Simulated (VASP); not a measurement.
# SiC (Fm-3m) in VASP: notebook, part 2 of 2

VASP 6.6.1.

**3. Relaxation of cell and atoms, r2SCAN+rVV10**

This run uses another cell than the first one, of 8.20 Å³/atom.

File POSCAR:

```
SiC
1.0
    0.0000000000      2.0168583816      2.0168583816
    2.0168583816      0.0000000000      2.0168583816
    2.0168583816      2.0168583816      0.0000000000
Si C
1 1
Direct
    0.0000000000      0.0000000000      0.0000000000
    0.5000000000      0.5000000000      0.5000000000
```

File INCAR.step1:

```
PREC = Accurate ; ENCUT = 600
ISMEAR = -1 ; SIGMA = 0.03
LREAL = F ; LASPH = T
NELM = 60 ; GGA = PE
ALGO = Normal ; EDIFF = 1E-4
LWAVE = T ; LCHARG = F
```

File INCAR.step2:

```
PREC = Accurate ; ENCUT = 600
EDIFF = 1E-6 ; ISMEAR = -1
SIGMA = 0.03 ; LREAL = F
LASPH = T ; NELM = 60
ALGO = Normal ; ISIF = 3
LWAVE = F ; LCHARG = F
METAGGA = R2SCAN ; LMIXTAU = T
LUSE_VDW = T ; IVDW_NL = 2
BPARAM = 11.95 ; CPARAM = 0.0093
IBRION = 2 ; NSW = 100
EDIFFG = -0.01 ; ISTART = 1
```

File KPOINTS:

```
Automatic mesh
0
Gamma
  10 10 10
```

Potentials or basis: VASP PAW PBE potentials, release 64 (Si, C).

Run with:

```sh
> cat potpaw_PBE.64/Si/POTCAR potpaw_PBE.64/C/POTCAR > POTCAR
> cp INCAR.step1 INCAR
> mpirun -np 1 vasp_std > vasp.out
> cp INCAR.step2 INCAR
> mpirun -np 1 vasp_std > vasp.out
```

OUTCAR:

```text
PREC = Accurate
   ENCUT = 600
   EDIFF = 1E-6
   ISMEAR = -1
   LREAL = F
   LASPH = T
   NELM = 60
   ISIF = 3
   METAGGA = R2SCAN
   IVDW_NL = 2
   BPARAM = 11.95
   IBRION = 2
   NSW = 100
   EDIFFG = -0.01
   ISTART = 1

 ion  position               nearest neighbor table
   1  0.000  0.000  0.000-   2 2.02   2 2.02   2 2.02   2 2.02   2 2.02   2 2.02
   2  0.500  0.500  0.500-   1 2.02   1 2.02   1 2.02   1 2.02   1 2.02   1 2.02

  LATTYP: Found a face centered cubic cell.
 ALAT       =     4.0337167632

  Lattice vectors:

 A1 = (   0.0000000000,   2.0168583816,   2.0168583816)
 A2 = (   2.0168583816,   0.0000000000,   2.0168583816)
 A3 = (   2.0168583816,   2.0168583816,   0.0000000000)

Analysis of symmetry for initial positions (statically):
=====================================================================
 Subroutine PRICEL returns:
 Original cell was already a primitive cell.

 Routine SETGRP: Setting up the symmetry group for a
 face centered cubic supercell.

 Subroutine GETGRP returns: Found 48 space group operations
 (whereof 48 operations were pure point group operations)
 out of a pool of 48 trial point group operations.

The static configuration has the point symmetry O_h .

Analysis of symmetry for dynamics (positions and initial velocities):
=====================================================================
 Subroutine PRICEL returns:
 Original cell was already a primitive cell.

 Routine SETGRP: Setting up the symmetry group for a
 face centered cubic supercell.

 Subroutine GETGRP returns: Found 48 space group operations
 (whereof 48 operations were pure point group operations)
 out of a pool of 48 trial point group operations.

The dynamic configuration has the point symmetry O_h .

 Subroutine INISYM returns: Found 48 space group operations
 (whereof 48 operations are pure point group operations),
 and found     1 'primitive' translations

----------------------------------------------------------------------------------------

                                     Primitive cell

  volume of cell :      16.4080

  direct lattice vectors                    reciprocal lattice vectors
     0.000000000  2.016858382  2.016858382    -0.247910317  0.247910317  0.247910317
     2.016858382  0.000000000  2.016858382     0.247910317 -0.247910317  0.247910317
     2.016858382  2.016858382  0.000000000     0.247910317  0.247910317 -0.247910317

  length of vectors
     2.852268477  2.852268477  2.852268477     0.429393264  0.429393264  0.429393264

  position of ions in fractional coordinates (direct lattice)
     0.000000000  0.000000000  0.000000000
     0.500000000  0.500000000  0.500000000

  ion indices of the primitive-cell ions
   primitive index   ion index
                 1           1
                 2           2

----------------------------------------------------------------------------------------

 KPOINTS: Automatic mesh

Automatic generation of k-mesh.
 Grid dimensions read from file:
 generate k-points for:   10   10   10

 Generating k-lattice:

  Cartesian coordinates                     Fractional coordinates (reciprocal lattice)
[... 47 lines left out ...]
   ions per type =               1   1
   NGX,Y,Z   is equivalent  to a cutoff of  13.99, 13.99, 13.99 a.u.
   NGXF,Y,Z  is equivalent  to a cutoff of  27.98, 27.98, 27.98 a.u.
 SYSTEM =  unknown system
   PREC   = accura    normal or accurate (medium, high low for compatibility)
   ISTART =      1    job   : 0-new  1-cont  2-samecut
   ICHARG =      0    charge: 1-file 2-atom 10-const
   ISPIN  =      1    spin polarized calculation?
   LNONCOLLINEAR =      F non collinear calculations
   LSORBIT =      F    spin-orbit coupling
   LASPH  =      T    aspherical Exc in radial PAW
   ENCUT  =  600.0 eV  44.10 Ry    6.64 a.u.   5.70  5.70  5.70*2*pi/ulx,y,z
   NELM   =     60;   NELMIN=  2; NELMDL=  0     # of ELM steps
   EDIFF  = 0.1E-05   stopping-criterion for ELM
   LREAL  =      F    real-space projection
   EDIFFG = -.1E-01   stopping-criterion for IOM
   NSW    =    100    number of steps for IOM
   IBRION =      2    ionic relax: 0-MD 1-quasi-New 2-CG
   NFREE  =      1    steps in history (QN), initial steepest desc. (CG)
   ISIF   =      3    stress and relaxation
   ISYM   =      2    0-nonsym 1-usesym 2-fastsym
   POTIM  = 0.5000    time-step for ionic-motion
   TEBEG  =    0.0;   TEEND  =   0.0 temperature during run
   PSTRESS=    0.0 pullay stress
   NELECT =       8.0000    total number of electrons
   NUPDOWN=      -1.0000    fix difference up-down
   EMIN   =  10.00;   EMAX   =-10.00  energy-range for DOS
   EFERMI =   0.00;   METHOD = LEGACY
   ISMEAR =    -1;   SIGMA  =   0.03  broadening in eV -4-tet -1-fermi 0-gaus
   EFERMI_NEDOS =   21; number of points for ismear=-14 and -15
   IALGO  =     38    algorithm
   IMIX   =      4    mixing-type and parameters
     AMIX     =   0.40;   BMIX     =  1.00
     AMIX_MAG =   1.60;   BMIX_MAG =  1.00
  volume/ion in A,a.u.               =       8.20        55.36
  Fermi-wavevector in a.u.,A,eV,Ry     =   1.288505  2.434921 22.589005  1.660245
  Thomas-Fermi vector in A             =   2.420455
   LORBIT       =      0    0 simple, 1 ext, 2 COOP (PROOUT), +10 PAW based schemes
   METAGGA = R2SCAN    functional components
   LHFCALC =     F    Hartree Fock is set to
   AEXX    =    0.0000 exact exchange contribution
   IVDW_NL    =     2    kernel type
   BPARAM     =11.9500
   IVDW    =     0    specifies the selected vdW correction
   LEPSILON=     F    determine dielectric tensor
   LRPA    =     F    only Hartree local field effects (RPA)
 conjugate gradient relaxation of ions
 non-spin polarized calculation
  energy-cutoff  :      600.00
  volume of cell :       16.41
 maximum number of plane-waves:       568
   NGX = 11   NGY = 11   NGZ = 11

--------------------------------------- Ionic step        1  -------------------------------------------

 number of electron       8.0000000 magnetization

 Free energy of the ion-electron system (eV)
  ---------------------------------------------------
  ext. energy  EPLUGINS =         0.00000000
  ---------------------------------------------------
  free energy    TOTEN  =       -17.60002891 eV

  energy without entropy =      -17.59946194  energy(sigma->0) =      -17.59974542

------------------------ aborting loop because EDIFF is reached ----------------------------------------

  FORCE on cell =-STRESS in cart. coord.  units (eV):
  Direction    XX          YY          ZZ          XY          YZ          ZX
  --------------------------------------------------------------------------------------
  -------------------------------------------------------------------------------------
  Total       -0.1766860     -0.1766860     -0.1766860     -0.0000000     -0.0000000     -0.0000000
  in kB      -17.2526817    -17.2526817    -17.2526817     -0.0000000     -0.0000000     -0.0000000
  external PRESSURE =     -17.2526817 kB  Pullay stress =       0.0000000 kB
[... 59 lines left out ...]
--------------------------------------- Ionic step        3  -------------------------------------------

 number of electron       8.0000000 magnetization

 Free energy of the ion-electron system (eV)
  ---------------------------------------------------
  ext. energy  EPLUGINS =         0.00000000
  ---------------------------------------------------
  free energy    TOTEN  =       -17.60057698 eV

  energy without entropy =      -17.59999328  energy(sigma->0) =      -17.60028513

 E-fermi :  12.7274     XC(G=0): -13.5261

 val. band max:       12.6855449905   @ k =   0.0000   0.0000   0.0000
 cond. band min:      12.7514999986   @ k =  -0.1000   0.1000   0.0000
 fundamental gap:      0.0659550081
 Fermi energy:        12.7273782106

 k-point     1 :       0.0000    0.0000    0.0000
  band No.  band energies     occupation
      1      -6.9748      2.00000
      2      12.6855      1.60262
      3      12.6855      1.60262
      4      12.6855      1.60260
      5      21.1352      0.00000
      6      22.0732      0.00000
      7      22.0732      0.00000
      8      22.0732      0.00000
[... 243 lines left out ...]
 k-point    24 :       0.4000    0.3000    0.0000
  band No.  band energies     occupation
      1      -2.7329      2.00000
      2       5.8596      2.00000
      3       7.9195      2.00000
      4       8.8310      2.00000
      5      13.9362      0.00000
      6      17.3426      0.00000
      7      26.0880      0.00000
      8      26.4207      0.00000

 [... further k-points ...]

------------------------ aborting loop because EDIFF is reached ----------------------------------------

  FORCE on cell =-STRESS in cart. coord.  units (eV):
  Direction    XX          YY          ZZ          XY          YZ          ZX
  --------------------------------------------------------------------------------------
  -------------------------------------------------------------------------------------
  Total        0.0004761      0.0004761      0.0004761      0.0000000      0.0000000     -0.0000000
  in kB        0.0467798      0.0467798      0.0467798      0.0000000      0.0000000     -0.0000000
  external PRESSURE =       0.0467798 kB  Pullay stress =       0.0000000 kB
[... 17 lines left out ...]
  FREE ENERGIE OF THE ION-ELECTRON SYSTEM (eV)
  ---------------------------------------------------
  free  energy   TOTEN  =       -17.6005769806 eV

  energy  without entropy=      -17.5999932785  energy(sigma->0) =      -17.60028513

 reached required accuracy - stopping structural energy minimisation
```

Wall time 66 s (1 thread of Intel Xeon 6975P-C (Granite Rapids), shared host); peak memory 0.21 GiB.

What came out:

- Free energy: -17.6006 eV
- Relaxed volume: 8.15 Å³/atom
- Relaxed cell: a = 2.846 Å, b = 2.846 Å, c = 2.846 Å, α = 60.00°, β = 60.00°, γ = 60.00°
- Space group after relaxing (to 0.1 Å): Fm-3m (No. 225)
- Energy gained by relaxing: 0.3 meV/atom
- Ionic steps: 3
- Pressure after relaxing: 0.0 GPa
- Band gap on the k mesh: zero (bands 4 and 5 overlap by 0.68 eV)

The path:
| step | energy change (eV) | largest force (eV/Å) | pressure (GPa) | volume (Å³) |
| --- | --- | --- | --- | --- |
| 1 | 0.0000 | 0.0000 | -1.73 | 16.41 |
| 2 | 0.0001 | 0.0000 | 1.87 | 16.20 |
| 3 | -0.0005 | 0.0000 | 0.00 | 16.31 |

Final structure:
```cif
data_structure
_symmetry_space_group_name_H-M 'P 1'
_symmetry_Int_Tables_number 1
_cell_length_a 2.8464
_cell_length_b 2.8464
_cell_length_c 2.8464
_cell_angle_alpha 60.000
_cell_angle_beta 60.000
_cell_angle_gamma 60.000
_cell_volume 16.31
loop_
_atom_site_label
_atom_site_type_symbol
_atom_site_fract_x
_atom_site_fract_y
_atom_site_fract_z
_atom_site_occupancy
Si1 Si 0.00000 0.00000 0.00000 1
C1 C 0.50000 0.50000 0.50000 1
```

Caveat: semilocal functionals underestimate gaps, so a narrow gap can read as zero; the PAW data sets were made with another functional, which shifts forces and pressure a little.
